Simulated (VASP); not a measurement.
Here is a VASP 6.6.1 calculation.

File POSCAR:

```
Mo
1.0
    2.6260899813      0.0000000000      0.0000000000
   -1.3130449907      2.3690214963      0.0000000000
    0.0000000000      0.0000000000      2.5551807000
Mo
1
Direct
    0.0000000000      0.0000000000      0.5000000000
```

Contents of INCAR.step1:

```
ALGO = Normal
EDIFF = 1E-4
ENCUT = 520
GGA = PE
ISMEAR = 0
LASPH = True
LCHARG = False
LREAL = False
LWAVE = True
NBANDS = 13
NELM = 60
PREC = Accurate
SIGMA = 0.15
```

The input INCAR.step2:

```
ALGO = Normal
EDIFF = 1E-6
ENCUT = 520
ISIF = 2
ISMEAR = 0
ISTART = 1
LASPH = True
LCHARG = True
LELF = True
LMIXTAU = True
LREAL = False
LVHAR = True
LWAVE = False
METAGGA = R2SCAN
NBANDS = 13
NELM = 60
PREC = Accurate
SIGMA = 0.15
```

Contents of KPOINTS:

```
k-points
0
Gamma
  18 18 18
```

Potentials or basis: VASP PAW PBE potentials, release 64 (Mo_sv).

The run is started by

```bash
$ cat potpaw_PBE.64/Mo_sv/POTCAR > POTCAR
$ cp INCAR.step1 INCAR
$ mpirun -np 1 vasp_std > vasp.out
$ cp INCAR.step2 INCAR
$ mpirun -np 1 vasp_std > vasp.out
```

Q: Predict the band gap on the k mesh.

A: Zero (bands 7 and 8 overlap by 2.14 eV).

Q: Predict the pressure.

A: 12.1 GPa.

Stress tensor (GPa, compression positive):
```
17.15  0.00  0.00
 0.00 17.65  0.00
 0.00  0.00  1.44
```

Caveat: the cell differs from its parent crystal (strain -0.0400 x Voigt [1, 0, 0, 0, 0, 0]); the cell stands under pressure; the PAW data sets were made with another functional, which shifts forces and pressure a little.
